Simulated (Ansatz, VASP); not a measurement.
## TaN: VASP beside Ansatz

```
Ta N
1.0
     5.19600    0.00000    0.00000
    -2.59800    4.49987    0.00000
     0.00000    0.00000    2.91100
Ta N
3 3
Direct
  0.00000 0.00000 0.00000
  0.66667 0.33333 0.50000
  0.33333 0.66667 0.50000
  0.00000 0.39285 0.00000
  0.60715 0.60715 0.00000
  0.39285 0.00000 0.00000
```

Alike in both runs: task relaxation of cell and atoms; functional BLYP; k mesh 6 × 6 × 9; occupations fermi-dirac, width 0.05 eV; no spin polarisation.

|  | VASP | Ansatz |
| --- | --- | --- |
| version | VASP 6.6.1 | Ansatz 0.2.0 |
| potentials or method | VASP PAW PBE potentials, release 64 (Ta_pv, N) | Ansatz PAW |
| plane-wave cutoff (eV) | 600 | 420 |
| valence electrons in the cell | 48 | 54 |

Ansatz gave:

* gap on the k mesh at the Fermi level, each at its own relaxed structure (eV): none
* relaxed volume (Å³/atom): 11.92
* relaxed cell length with the largest relative difference (Å): 5.295

**Question.** What did VASP give for the same quantities?

**Answer.** gap on the k mesh at the Fermi level, each at its own relaxed structure (eV): none; relaxed volume (Å³/atom): 11.99; relaxed cell length with the largest relative difference (Å): 5.305.

VASP's potentials were made for PBE, not for BLYP. A gap of «none» marks a metal or a gap that the smearing closes. VASP's potentials hold 48 valence electrons a cell and Ansatz's 54, so a difference there can come from the potentials and not from the codes.

Spin-orbit coupling is off throughout. Noted on Ansatz's run: the plane-wave basis is chosen anew once the cell has moved, so the energies of steps on either side of that aren't comparable.
